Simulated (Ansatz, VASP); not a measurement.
## Na2S in VASP and in Ansatz

The input INCAR:

```
ALGO = Normal
EDIFF = 1E-8
ENCUT = 400
GGA = PS
GGA_COMPAT = False
ISIF = 2
ISMEAR = -1
LASPH = True
LCHARG = False
LEFG = True
LREAL = False
LWAVE = False
NBANDS = 17
NELM = 120
PREC = Accurate
SIGMA = 0.02
```

Contents of KPOINTS:

```
k-points
0
Gamma
  8 8 8
```

Contents of POSCAR:

```
Na2S
1.0
    0.0000000000      3.1963894727      3.1963894727
    3.1963894727      0.0000000000      3.1963894727
    3.1963894727      3.1963894727      0.0000000000
Na S
2 1
Direct
    0.2500000000      0.2500000000      0.2500000000
    0.7500000000      0.7500000000      0.7500000000
    0.0000000000      0.0000000000      0.0000000000
```

Input for Ansatz:

```yaml
crystal:
  lattice:
    - [0.0, 3.1963894727, 3.1963894727]
    - [3.1963894727, 0.0, 3.1963894727]
    - [3.1963894727, 3.1963894727, 0.0]
  atoms:
    - { symbol: Na, position: [0.25, 0.25, 0.25] }
    - { symbol: Na, position: [0.75, 0.75, 0.75] }
    - { symbol: S, position: [0.0, 0.0, 0.0] }
kpoints:
  mp_grid: { grid: [8, 8, 8] }
scf:
  occupations: { method: fermi_dirac, width: 0.02 }
hamiltonian:
  xc: pbesol
  pseudopotentials: { kind: paw }
output:
  forces: true
  stress: true
  eigenvalues: true
  efg: { contact_densities: true }
  write_density: true
  write_potential: true
  elf: true
  volumetric_format: npy
```

Change from the starting cell: volume scaled by 0.94, PAW files.

Alike in both runs: task electric field gradients; functional PBEsol; k mesh 8 × 8 × 8; occupations fermi-dirac, width 0.02 eV; no spin polarisation.

```csv
,VASP,Ansatz
version,VASP 6.6.1,Ansatz 0.2.0
potentials or method,"VASP PAW PBE potentials, release 64 (Na_pv, S)","PAW with Ansatz's default frozen-core files, scalar-relativistic"
plane-wave cutoff (eV),400,420
valence electrons in the cell,20,24
```

|  | VASP | Ansatz | Ansatz less VASP |
| --- | --- | --- | --- |
| gap on the k mesh at the Fermi level (eV) | 2.59 | 2.60 | +0.006 |
| pressure (GPa) | 1.5 | 1.7 | +0.15 |

VASP's potentials were made for PBE, not for PBEsol. The functional is the same, so the differences come from potentials, cutoffs and numerics. VASP's potentials hold 20 valence electrons a cell and Ansatz's 24, so a difference there can come from the potentials and not from the codes.
